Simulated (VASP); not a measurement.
# Ge (Fmmm) in VASP: further runs

Ge is run at these levels: PBE; tasks: single point.

All numbers are computed with VASP 6.6.1; they aren't measurements. Logs are shortened: lines on timing, memory, paths and dates and some standing lists are left out, and cuts for length are marked.

## (1) The cell of the first run

It takes space group Fmmm (No. 69, orthorhombic). Conventional cell: a = 5.347 Å, b = 5.839 Å, c = 10.221 Å, α = 90.00°, β = 90.00°, γ = 90.00°. Within 3.6 Å of Ge (site symmetry mm2) lie 8 Ge at 2.72 to 3.10 Å. Ge (site symmetry m2m) has 8 Ge at 2.68 to 3.15 Å within 3.5 Å.

## (2) Single point, PBE (strained)

INCAR reads:

```
  ALGO = Normal
  EDIFF = 1E-7
  ENCUT = 520
  GGA = PE
  ISIF = 2
  ISMEAR = 0
  LASPH = T
  LCHARG = T
  LELF = T
  LREAL = F
  LVHAR = T
  LWAVE = F
  NBANDS = 36
  NELM = 100
  PREC = Accurate
  SIGMA = 0.1
```

KPOINTS reads:

```
k-points
0
Gamma
  12 12 12
```

POSCAR reads:

```
Ge
1.0
    0.0000000000      2.9193011562      5.1105493350
    2.6735845409      0.0000000000      5.1105493350
    2.6735845409      2.9193011562      0.0000000000
Ge
4
Direct
    0.7738057102      0.7738057102      0.2261942898
    0.2261942898      0.2261942898      0.7738057102
    0.2700558507      0.7299441493      0.2700558507
    0.7299441493      0.2700558507      0.7299441493
```

Potentials or basis: VASP PAW PBE potentials, release 64 (Ge_d).

Launch:

```
$ cat potpaw_PBE.64/Ge_d/POTCAR > POTCAR
$ mpirun -np 1 vasp_std > vasp.out
```

OUTCAR:

```text
EDIFF = 1E-7
   ENCUT = 520
   GGA = PE
   ISIF = 2
   ISMEAR = 0
   LASPH = T
   LREAL = F
   NELM = 100
   PREC = Accurate

 ion  position               nearest neighbor table
   1  0.774  0.774  0.226-   2 2.72   2 2.72   3 2.80   4 2.80
   2  0.226  0.226  0.774-   1 2.72   1 2.72   3 2.80   4 2.80
   3  0.270  0.730  0.270-   4 2.68   4 2.68   4 2.69   2 2.80   1 2.80
   4  0.730  0.270  0.730-   3 2.68   3 2.68   3 2.69   2 2.80   1 2.80

  LATTYP: Found a face centered orthorhombic cell.
 ALAT       =     5.3471690818
 B/A-ratio  =     1.0919053097
 C/A-ratio  =     1.9114971892

  Lattice vectors:

 A1 = (   0.0000000000,   2.9193011562,   5.1105493350)
 A2 = (   2.6735845409,   0.0000000000,   5.1105493350)
 A3 = (   2.6735845409,   2.9193011562,   0.0000000000)

Analysis of symmetry for initial positions (statically):
=====================================================================
 Subroutine PRICEL returns:
 Original cell was already a primitive cell.

 Routine SETGRP: Setting up the symmetry group for a
 face centered orthorhombic supercell.

 Subroutine GETGRP returns: Found  8 space group operations
 (whereof  8 operations were pure point group operations)
 out of a pool of  8 trial point group operations.

The static configuration has the point symmetry D_2h.

Analysis of symmetry for dynamics (positions and initial velocities):
=====================================================================
 Subroutine PRICEL returns:
 Original cell was already a primitive cell.

 Routine SETGRP: Setting up the symmetry group for a
 face centered orthorhombic supercell.

 Subroutine GETGRP returns: Found  8 space group operations
 (whereof  8 operations were pure point group operations)
 out of a pool of  8 trial point group operations.

The dynamic configuration has the point symmetry D_2h.

 Subroutine INISYM returns: Found  8 space group operations
 (whereof  8 operations are pure point group operations),
 and found     1 'primitive' translations

----------------------------------------------------------------------------------------

                                     Primitive cell

  volume of cell :      79.7757

  direct lattice vectors                    reciprocal lattice vectors
     0.000000000  2.919301156  5.110549335    -0.187014846  0.171273868  0.097836840
     2.673584541  0.000000000  5.110549335     0.187014846 -0.171273868  0.097836840
     2.673584541  2.919301156  0.000000000     0.187014846  0.171273868 -0.097836840

  length of vectors
     5.885578455  5.767648464  3.958582264     0.271811217  0.271811217  0.271811217

  position of ions in fractional coordinates (direct lattice)
     0.773805710  0.773805710  0.226194290
     0.226194290  0.226194290  0.773805710
     0.270055851  0.729944149  0.270055851
     0.729944149  0.270055851  0.729944149

  ion indices of the primitive-cell ions
   primitive index   ion index
                 1           1
                 2           2
                 3           3
                 4           4

----------------------------------------------------------------------------------------

 KPOINTS: k-points

Automatic generation of k-mesh.
 Grid dimensions read from file:
 generate k-points for:   12   12   12

 Generating k-lattice:

  Cartesian coordinates                     Fractional coordinates (reciprocal lattice)
    -0.015584570  0.014272822  0.008153070     0.083333333 -0.000000000 -0.000000000
     0.015584570 -0.014272822  0.008153070     0.000000000  0.083333333  0.000000000
     0.015584570  0.014272822 -0.008153070     0.000000000  0.000000000  0.083333333

  Length of vectors
     0.022650935  0.022650935  0.022650935

  Shift w.r.t. Gamma in fractional coordinates (k-lattice)
     0.000000000  0.000000000  0.000000000

 Subroutine IBZKPT returns following result:
 ===========================================

 Found    280 irreducible k-points:

 Following reciprocal coordinates:
            Coordinates               Weight
  0.000000  0.000000  0.000000      1.000000
  0.083333  0.000000  0.000000      8.000000
  0.166667 -0.000000  0.000000      8.000000
  0.250000 -0.000000 -0.000000      8.000000
  0.333333 -0.000000 -0.000000      8.000000
  0.416667  0.000000  0.000000      8.000000
[... 16 lines left out ...]
  0.500000  0.166667  0.000000      8.000000
 -0.416667  0.166667  0.000000      8.000000
 [... further k-points ...]
   k-points           NKPTS =    280   k-points in BZ     NKDIM =    280   number of bands    NBANDS=     36
   number of dos      NEDOS =    301   number of ions     NIONS =      4
   total plane-waves  NPLWV =  69120
   dimension x,y,z NGX =    48 NGY =   48 NGZ =   30
   dimension x,y,z NGXF=    96 NGYF=   96 NGZF=   60
   ions per type =               4
   NGX,Y,Z   is equivalent  to a cutoff of  13.56, 13.84, 12.60 a.u.
   NGXF,Y,Z  is equivalent  to a cutoff of  27.12, 27.67, 25.20 a.u.
 SYSTEM =  unknown system
   PREC   = accura    normal or accurate (medium, high low for compatibility)
   ISTART =      0    job   : 0-new  1-cont  2-samecut
   ICHARG =      2    charge: 1-file 2-atom 10-const
   ISPIN  =      1    spin polarized calculation?
   LNONCOLLINEAR =      F non collinear calculations
   LSORBIT =      F    spin-orbit coupling
   LASPH  =      T    aspherical Exc in radial PAW
   ENCUT  =  520.0 eV  38.22 Ry    6.18 a.u.  10.94 10.72  7.36*2*pi/ulx,y,z
   NELM   =    100;   NELMIN=  2; NELMDL= -5     # of ELM steps
   EDIFF  = 0.1E-06   stopping-criterion for ELM
   LREAL  =      F    real-space projection
   EDIFFG = 0.1E-05   stopping-criterion for IOM
   NSW    =      0    number of steps for IOM
   IBRION =     -1    ionic relax: 0-MD 1-quasi-New 2-CG
   NFREE  =      0    steps in history (QN), initial steepest desc. (CG)
   ISIF   =      2    stress and relaxation
   ISYM   =      2    0-nonsym 1-usesym 2-fastsym
   POTIM  = 0.5000    time-step for ionic-motion
   TEBEG  =    0.0;   TEEND  =   0.0 temperature during run
   PSTRESS=    0.0 pullay stress
   NELECT =      56.0000    total number of electrons
   NUPDOWN=      -1.0000    fix difference up-down
   EMIN   =  10.00;   EMAX   =-10.00  energy-range for DOS
   EFERMI =   0.00;   METHOD = LEGACY
   ISMEAR =     0;   SIGMA  =   0.10  broadening in eV -4-tet -1-fermi 0-gaus
   EFERMI_NEDOS =   21; number of points for ismear=-14 and -15
   IALGO  =     38    algorithm
   IMIX   =      4    mixing-type and parameters
     AMIX     =   0.40;   BMIX     =  1.00
     AMIX_MAG =   1.60;   BMIX_MAG =  1.00
  volume/ion in A,a.u.               =      19.94       134.59
  Fermi-wavevector in a.u.,A,eV,Ry     =   1.454948  2.749452 28.801802  2.116873
  Thomas-Fermi vector in A             =   2.572039
   LORBIT       =      0    0 simple, 1 ext, 2 COOP (PROOUT), +10 PAW based schemes
   GGA     = PE    functional components
   LHFCALC =     F    Hartree Fock is set to
   AEXX    =    0.0000 exact exchange contribution
   IVDW    =     0    specifies the selected vdW correction
   LEPSILON=     F    determine dielectric tensor
   LRPA    =     F    only Hartree local field effects (RPA)
 non-spin polarized calculation
 Gauss-broadening in eV      SIGMA  =   0.10
  energy-cutoff  :      520.00
  volume of cell :       79.78
 maximum number of plane-waves:      2168
 NGX is ok and might be reduce to    48
   NGX = 21   NGY = 21   NGZ = 15

 number of electron      55.9999989 magnetization

 Free energy of the ion-electron system (eV)
  ---------------------------------------------------
  ext. energy  EPLUGINS =         0.00000000
  ---------------------------------------------------
  free energy    TOTEN  =       -17.10606957 eV

  energy without entropy =      -17.09612616  energy(sigma->0) =      -17.10109786

 E-fermi :   6.0099     XC(G=0): -10.9523

 val. band max:        6.0092606220   @ k =   0.4167  -0.2500   0.3333
 cond. band min:       6.0110963192   @ k =  -0.3333   0.2500   0.4167
 fundamental gap:      0.0018356972
 Fermi energy:         6.0098553150

 k-point     1 :       0.0000    0.0000    0.0000
  band No.  band energies     occupation
      1     -18.6977      2.00000
      2     -18.6762      2.00000
      3     -18.6296      2.00000
      4     -18.6282      2.00000
      5     -18.6259      2.00000
      6     -18.6184      2.00000
[... 28 lines left out ...]
     35      12.9581      0.00000
     36      13.4088      0.00000

 k-point     2 :       0.0833    0.0000    0.0000
  band No.  band energies     occupation
      1     -18.6939      2.00000
      2     -18.6736      2.00000
      3     -18.6304      2.00000
      4     -18.6277      2.00000
      5     -18.6237      2.00000
      6     -18.6179      2.00000
[... 28 lines left out ...]
     35      12.6968      0.00000
     36      13.2542      0.00000

 k-point     3 :       0.1667   -0.0000    0.0000
  band No.  band energies     occupation
      1     -18.6831      2.00000
      2     -18.6658      2.00000
      3     -18.6331      2.00000
      4     -18.6248      2.00000
      5     -18.6189      2.00000
      6     -18.6158      2.00000
[... 28 lines left out ...]
     35      12.2783      0.00000
     36      12.8238      0.00000
[... 742 lines left out ...]
 k-point    23 :       0.5000    0.1667    0.0000
  band No.  band energies     occupation
      1     -18.6448      2.00000
      2     -18.6333      2.00000
      3     -18.6311      2.00000
      4     -18.6225      2.00000
      5     -18.6059      2.00000
      6     -18.5906      2.00000
[... 28 lines left out ...]
     35      11.2699      0.00000
     36      11.5204      0.00000

 k-point    24 :      -0.4167    0.1667    0.0000
  band No.  band energies     occupation
      1     -18.6359      2.00000
      2     -18.6322      2.00000
      3     -18.6196      2.00000
      4     -18.6113      2.00000
      5     -18.6026      2.00000
      6     -18.5909      2.00000
[... 28 lines left out ...]
     35      10.8386      0.00000
     36      11.5535      0.00000

 [... further k-points ...]

------------------------ aborting loop because EDIFF is reached ----------------------------------------

  FORCE on cell =-STRESS in cart. coord.  units (eV):
  Direction    XX          YY          ZZ          XY          YZ          ZX
  --------------------------------------------------------------------------------------
  -------------------------------------------------------------------------------------
  Total       -0.5918286     -1.0814721     -1.1881204      0.0000000      0.0000000      0.0000000
  in kB      -11.8860117    -21.7197848    -23.8616582      0.0000000      0.0000000      0.0000000
  external PRESSURE =     -19.1558182 kB  Pullay stress =       0.0000000 kB

 VOLUME and BASIS-vectors are now :
 -----------------------------------------------------------------------------
  energy-cutoff  :      520.00
  volume of cell :       79.78
      direct lattice vectors                 reciprocal lattice vectors
     0.000000000  2.919301156  5.110549335    -0.187014846  0.171273868  0.097836840
     2.673584541  0.000000000  5.110549335     0.187014846 -0.171273868  0.097836840
     2.673584541  2.919301156  0.000000000     0.187014846  0.171273868 -0.097836840

 POSITION                                       TOTAL-FORCE (eV/Angst)
 -----------------------------------------------------------------------------------
      2.67358      2.91930      7.90914         0.000000      0.000000      0.085964
      2.67358      2.91930      2.31195         0.000000      0.000000     -0.085964
      2.67358      1.57675      5.11055         0.000000      0.038228     -0.000000
      2.67358      4.26185      5.11055         0.000000     -0.038228     -0.000000
 -----------------------------------------------------------------------------------
    total drift:                                0.000000      0.000000     -0.000000

  FREE ENERGIE OF THE ION-ELECTRON SYSTEM (eV)
  ---------------------------------------------------
  free  energy   TOTEN  =       -17.1060695695 eV

  energy  without entropy=      -17.0961261571  energy(sigma->0) =      -17.10109786
```

Run time: 20 min. Hardware: 1 thread of Intel Xeon Platinum 8259CL at 2.50GHz (Skylake/Cascade Lake), shared host; peak memory 0.65 GiB.

What came out:

| Item | Value |
| --- | --- |
| Free energy | -17.1061 eV |
| Pressure | -1.9 GPa |
| Largest force | 0.086 eV/Å |
| Band gap on the k mesh | zero (band 28 reaches 7.37 eV, above the bottom of band 29 at 4.23 eV) |

Forces on the atoms (eV/Å):
```
Ge   0.000  0.000  0.086
Ge   0.000  0.000 -0.086
Ge   0.000  0.038  0.000
Ge   0.000 -0.038  0.000
```

Caveat: the cell differs from its parent crystal (strained).

(Part 1 of 2 ends here.)
